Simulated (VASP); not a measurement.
Input of a VASP 6.6.1 run:

Contents of INCAR:

```
SYSTEM = Si
ALGO     = Normal         ! electronic algorithm
EDIFF    = 1E-6           ! SCF threshold, eV
ENCUT    = 500            ! plane-wave cutoff, eV
GGA      = PE             ! functional
GGA_COMPAT= .FALSE.      
ISIF     = 2              ! what is computed and relaxed
ISMEAR   = -1             ! smearing method
LASPH    = .TRUE.         ! aspherical terms in the spheres
LCHARG   = .FALSE.        ! write CHGCAR
LREAL    = .FALSE.        ! projectors in reciprocal space
LWAVE    = .FALSE.        ! write WAVECAR
NBANDS   = 11             ! bands
NELM     = 120            ! most SCF steps
PREC     = Accurate       ! precision mode
SIGMA    = 0.01           ! smearing width, eV
```

Contents of KPOINTS:

```
k-points
0
G
  9 9 9
  0 0 0
```

File POSCAR:

```
Si
1.0
    0.0000000000      2.7348634831      2.7348634831
    2.7348634831      0.0000000000      2.7348634831
    2.7348634831      2.7348634831      0.0000000000
Si
2
Direct
    0.7500000000      0.7500000000      0.7500000000
    0.5000000000      0.5000000000      0.5000000000
```

Potentials or basis: VASP PAW PBE potentials, release 64 (Si).

The run is started by

```sh
$ cat potpaw_PBE.64/Si/POTCAR > POTCAR
$ mpirun -np 1 vasp_std > vasp.out
```

Estimate the band gap on the k mesh.

0.62 eV, indirect (least direct gap 2.56 eV).

Estimate the pressure.

-0.1 GPa.

A k mesh can miss the band edges. Expect the measured gap to be larger: semilocal functionals such as PBE lack the derivative discontinuity.
